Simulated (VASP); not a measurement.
Set up this calculation in VASP 6.6.1, as the native input.

```
Task                   : single point
Functional             : r2SCAN
Potentials or basis    : VASP PAW PBE potentials, release 64 (Ge_d, N)
Cutoff                 : 660 eV
k mesh                 : 6 × 6 × 8
Occupations            : gaussian, width 0.01 eV
Spin                   : no spin polarisation
Dipole correction      : no
Further INCAR settings : ALGO = Normal; EDIFF = 1e-06; NBANDS = 75
```

Crystal: Ge3N4.

```
Ge N
1.0
     7.96349    0.00000    0.00000
    -3.98174    6.89658    0.00000
     0.00000    0.00000    3.09476
Ge N
6 8
Direct
  0.83064 0.23636 0.75000
  0.59428 0.83064 0.25000
  0.23636 0.40572 0.25000
  0.76364 0.59428 0.75000
  0.40572 0.16936 0.75000
  0.16936 0.76364 0.25000
  0.66667 0.33333 0.75000
  0.33333 0.66667 0.25000
  0.66988 0.97274 0.75000
  0.69714 0.66988 0.25000
  0.97274 0.30286 0.25000
  0.02726 0.69714 0.75000
  0.33012 0.02726 0.25000
  0.30286 0.33012 0.75000
```

This cell differs from its parent crystal: epitaxial xy strain -1.0%.

One way to write it, as run:

POSCAR

```
Ge3N4
1.0
    7.9634881689      0.0000000000      0.0000000000
   -3.9817440845      6.8965830570      0.0000000000
    0.0000000000      0.0000000000      3.0947638999
Ge N
6 8
Direct
    0.8306378327      0.2363588403      0.7500000000
    0.5942789924      0.8306378327      0.2500000000
    0.2363588403      0.4057210076      0.2500000000
    0.7636411597      0.5942789924      0.7500000000
    0.4057210076      0.1693621673      0.7500000000
    0.1693621673      0.7636411597      0.2500000000
    0.6666666667      0.3333333333      0.7500000000
    0.3333333333      0.6666666667      0.2500000000
    0.6698799589      0.9727410696      0.7500000000
    0.6971388893      0.6698799589      0.2500000000
    0.9727410696      0.3028611107      0.2500000000
    0.0272589304      0.6971388893      0.7500000000
    0.3301200411      0.0272589304      0.2500000000
    0.3028611107      0.3301200411      0.7500000000
```

INCAR.step1

```
PREC = Accurate
ENCUT = 660
ISMEAR = 0
SIGMA = 0.01
LREAL = False
LASPH = True
NELM = 120
NBANDS = 75
GGA = PE
ALGO = Normal
EDIFF = 1E-5
LWAVE = True
LCHARG = False
GGA_COMPAT = False
KPAR = 4
```

INCAR.step2

```
PREC = Accurate
ENCUT = 660
EDIFF = 1E-6
ISMEAR = 0
SIGMA = 0.01
LREAL = False
LASPH = True
NELM = 120
ALGO = Normal
ISIF = 2
LWAVE = False
LCHARG = True
METAGGA = R2SCAN
LMIXTAU = True
LVHAR = True
NBANDS = 75
ISTART = 1
GGA_COMPAT = False
KPAR = 4
```

KPOINTS

```
regular mesh
0
Gamma
  6 6 8
```

Potentials or basis: VASP PAW PBE potentials, release 64 (Ge_d, N).

Launch:

```console
$ cat potpaw_PBE.64/Ge_d/POTCAR potpaw_PBE.64/N/POTCAR > POTCAR
$ cp INCAR.step1 INCAR
$ mpirun -np 4 vasp_std > vasp.out
$ cp INCAR.step2 INCAR
$ mpirun -np 4 vasp_std > vasp.out
```

It gave:

```yaml
Pressure: 3.7 GPa
Largest_force: 0.008 eV/Å
Band_gap_on_the_k_mesh: 2.84 eV
```

Caveat: the cell differs from its parent crystal (epitaxial xy strain -1.0%); the cell stands under pressure; the PAW data sets were made with another functional, which shifts forces and pressure a little.

Run time: 14 min on 4 MPI ranks on Intel(R) Xeon(R) Platinum 8259CL CPU @ 2.50GHz (Skylake/Cascade Lake), with other jobs on the host, peak memory 0.73 GiB a rank.
